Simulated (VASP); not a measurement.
A run of VASP 6.6.1 is set up as follows.

The input INCAR:

```
SYSTEM = Li
ALGO = Normal
EDIFF = 1E-7
ENCUT = 520
GGA = PE
ISIF = 2
ISMEAR = -1
LASPH = .True.
LCHARG = .True.
LELF = .True.
LREAL = Auto
LVHAR = .True.
LWAVE = .False.
NBANDS = 40
NELM = 100
PREC = Accurate
SIGMA = 0.15
```

File KPOINTS:

```
k-points
0
Gamma
  3 3 3
  0 0 0
```

POSCAR

```
Li
1.0
    6.9800000000      0.0000000000      0.0000000000
    0.0000000000      6.9800000000      0.0000000000
    0.0000000000      0.0000000000      6.9800000000
Li
17
Direct
    0.0162491404     -0.0117961318      0.0156696275
    0.5180584527     -0.0107297994      0.0455418338
    0.0180422636      0.4922358166     -0.0602704871
    0.0173661891     -0.0121186246      0.5133012894
    0.2016753582      0.3029560172      0.2129995702
    0.5168555874      0.4886521490      0.0174630372
    0.3933113181      0.1138777937      0.4512918338
    0.7736627507      0.2450346705      0.2578412607
    0.0191147564      0.4892425501      0.5297524355
    0.2618305158      0.7344939828      0.2566296562
    0.2763756447      0.2304171920      0.7899136103
    0.5170740688      0.4900889685      0.5112616046
    0.8289557307      0.6766813754      0.2172558739
    0.7428726361      0.2158210602      0.7487224928
    0.2935055874      0.7650873926      0.7488623209
    0.7577451289      0.7463217765      0.7895786533
    0.6375300860      0.8709037249      0.4565128940
```

Potentials or basis: VASP PAW PBE potentials, release 64 (Li_sv).

Launch:

```sh
$ cat potpaw_PBE.64/Li_sv/POTCAR > POTCAR
$ mpirun -np 1 vasp_std > vasp.out
```

Problem. Estimate the largest force.

Solution. 0.007 eV/Å.

Forces in eV/Å, atoms in the order of the input:
```
Li   0.002  0.006  0.001
Li   0.002  0.002 -0.005
Li  -0.003 -0.001  0.000
Li   0.001  0.001  0.000
Li   0.003  0.000  0.001
Li   0.001  0.001  0.000
Li  -0.002 -0.006 -0.001
Li  -0.002 -0.002 -0.003
Li  -0.002  0.003 -0.002
Li   0.000 -0.002  0.002
Li   0.000  0.000 -0.003
Li   0.003  0.004  0.002
Li   0.001  0.002  0.005
Li  -0.002  0.002  0.003
Li   0.000 -0.006  0.001
Li   0.002 -0.002  0.003
Li  -0.003 -0.002 -0.002
```
